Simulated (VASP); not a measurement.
Set up this calculation in VASP 6.6.1, as the native input.

- Task: relaxation of cell and atoms
- Functional: PBE
- Potentials or basis: VASP PAW PBE potentials, release 64 (Ga_d, Si)
- Cutoff: 600 eV
- k mesh: 6 × 6 × 6
- Occupations: gaussian, width 0.1 eV
- Spin: no spin polarisation
- Dipole correction: no
- Further INCAR settings: ALGO = Normal; EDIFF = 1e-06; IBRION = 2; EDIFFG = -0.01; NSW = 100; ISIF = 3

The structure of Ga2Si3 lies in POSCAR:

```
Ga2Si3
1.0
    3.1932178781      1.8436052015      5.1267445947
   -3.1932178781      1.8436052015      5.1267445947
    0.0000000000     -3.6872104030      5.1267445947
Ga Si
4 6
Direct
    0.9062911497      0.9062911497      0.9062911497
    0.5937088503      0.5937088503      0.5937088503
    0.0937088503      0.0937088503      0.0937088503
    0.4062911497      0.4062911497      0.4062911497
    0.9782984793      0.5217015207      0.7500000000
    0.7500000000      0.9782984793      0.5217015207
    0.5217015207      0.7500000000      0.9782984793
    0.0217015207      0.4782984793      0.2500000000
    0.2500000000      0.0217015207      0.4782984793
    0.4782984793      0.2500000000      0.0217015207
```

One way to write it, as run:

INCAR

```
SYSTEM = Ga2Si3
ALGO     = Normal         ! electronic algorithm
EDIFF    = 1E-6           ! SCF threshold, eV
EDIFFG   = -0.01          ! ionic threshold
ENCUT    = 600            ! plane-wave cutoff, eV
GGA      = PE             ! functional
IBRION   = 2              ! ionic algorithm
ISIF     = 3              ! what is computed and relaxed
ISMEAR   = 0              ! smearing method
LASPH    = .True.         ! aspherical terms in the spheres
LCHARG   = .False.        ! write CHGCAR
LREAL    = .False.        ! projectors in reciprocal space
LUSENCCL = .False.      
LWAVE    = .False.        ! write WAVECAR
NELM     = 60             ! most SCF steps
NSW      = 100            ! ionic steps
PREC     = Accurate       ! precision mode
SIGMA    = 0.1            ! smearing width, eV
```

KPOINTS

```
k-points
0
Gamma
  6 6 6
  0 0 0
```

Potentials or basis: VASP PAW PBE potentials, release 64 (Ga_d, Si).

The run is started by

```console
$ cat potpaw_PBE.64/Ga_d/POTCAR potpaw_PBE.64/Si/POTCAR > POTCAR
$ mpirun -np 1 vasp_std > vasp.out
```

It gave:

* Relaxed volume: 18.16 Å³/atom
* Relaxed cell: a = 6.321 Å, b = 6.321 Å, c = 6.321 Å, α = 60.74°, β = 60.74°, γ = 60.74°
* Space group after relaxing (to 0.1 Å): R-3c (No. 167)
* Energy gained by relaxing: 0.0 meV/atom
* Ionic steps: 2
* Pressure after relaxing: 0.0 GPa
* Largest force after relaxing: 0.006 eV/Å
* Band gap on the k mesh: zero (bands 38 and 39 overlap by 1.65 eV)

Wall time 3 min on 1 × NVIDIA H100 80GB with 1 thread of AMD EPYC 7R13 Processor (Zen 3) (shared host), peak memory 1.5 GiB.
